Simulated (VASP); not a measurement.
Input of a VASP 6.6.1 run:

INCAR

```
PREC = Accurate
ENCUT = 520
EDIFF = 1E-6
ISMEAR = -1
SIGMA = 0.08
LREAL = False
LASPH = True
NELM = 60
ALGO = Normal
ISIF = 2
LWAVE = False
LCHARG = False
GGA = PS
NBANDS = 11
```

File KPOINTS:

```
Automatic mesh
0
Gamma
  15 15 15
```

File POSCAR:

```
Hf
1.0
   -1.6860236848      1.6860236848      1.6860236848
    1.6860236848     -1.6860236848      1.6860236848
    1.6860236848      1.6860236848     -1.6860236848
Hf
1
Direct
    0.0000000000      0.0000000000      0.0000000000
```

Potentials or basis: VASP PAW PBE potentials, release 64 (Hf_pv).

Command:

```console
$ cat potpaw_PBE.64/Hf_pv/POTCAR > POTCAR
$ mpirun -np 1 vasp_std > vasp.out
```

Question: Predict the pressure.

Answer: 13.1 GPa.

Question: What does it give for the band gap on the k mesh?

Answer: Zero (band 5 reaches 7.11 eV, above the bottom of band 6 at 4.61 eV).

Caveat: the PAW data sets were made with another functional, which shifts forces and pressure a little; spin-orbit coupling is left out, which moves the levels of the heavy elements.
